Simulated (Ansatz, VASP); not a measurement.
## One calculation of PbF2, two programs

```
Pb F
1.0
     0.00000    2.94581    2.94581
     2.94581    0.00000    2.94581
     2.94581    2.94581    0.00000
Pb F
1 2
Cartesian
  0.0000 0.0000 0.0000
  1.4729 1.4729 1.4729
  4.4187 4.4187 4.4187
```

Alike in both runs: task single point; functional HSE06; k mesh 4 × 4 × 4; no spin polarisation.

|  | VASP | Ansatz |
| --- | --- | --- |
| version | VASP 6.6.1 | Ansatz 0.2.0 |
| potentials or method | VASP PAW PBE potentials, release 64 (Pb_d, F) | plane waves, PAW |
| plane-wave cutoff (eV) | 520 | 420 |
| occupations | gaussian, width 0.01 eV | fixed |
| valence electrons in the cell | 28 | 28 |

```tsv
	VASP	Ansatz	Ansatz less VASP
gap on the k mesh at the Fermi level (eV)	5.71	5.71	+0.008
pressure (GPa)	2.3	2.4	+0.11
```

Ansatz's warnings: stress exchange threshold loose, stress scf threshold loose.

The k mesh is coarse, so the values compare programs but aren't converged. Spin-orbit coupling is off throughout.
